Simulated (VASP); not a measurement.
**Hf: single point with LDA**

Crystal: Hf.

```xyz
2
Lattice="3.0082 0.0000 0.0000 -1.5041 2.6052 0.0000 0.0000 0.0000 5.7115" Properties=species:S:1:pos:R:3 pbc="T T T"
Hf    0.0000    1.7368    1.4279
Hf    1.5041    0.8684    4.2836
```

This cell differs from its parent crystal: ratio of the length along z to the lengths across it x 1.2, volume and fractional coordinates fixed.

```
Program             : VASP 6.6.1
Task                : single point
Functional          : LDA
Potentials or basis : VASP PAW LDA potentials, release 64 (Hf_pv)
Cutoff              : 520 eV
k mesh              : 21 × 21 × 10
Occupations         : gaussian, width 0.15 eV
Spin                : no spin polarisation
```

| Item | Value |
| --- | --- |
| Pressure | -7.4 GPa |
| Band gap on the k mesh | zero (band 10 reaches 4.73 eV, above the bottom of band 11 at 4.35 eV) |

Stress tensor (GPa, compression positive):
```
 -3.48   0.00   0.00
  0.00  -3.48   0.00
  0.00   0.00 -15.13
```

Levels at points of the mesh, in eV from the Fermi level:
```
           k point  band 7  band 8  band 9  band 10  band 11  band 12  band 13  band 14
(0.00, 0.00, 0.00)   -7.15   -4.17   -0.35    -0.13     1.56     1.56     1.95     1.95
(0.00, 0.00, 0.50)   -5.68   -5.68   -0.63    -0.63     1.64     1.64     1.64     1.64
```

It took 2.4 min on 1 thread of Intel Xeon 6975P-C, on a shared host, peak memory 0.29 GiB.

Caveat: spin-orbit coupling is left out, which moves the levels of the heavy elements.
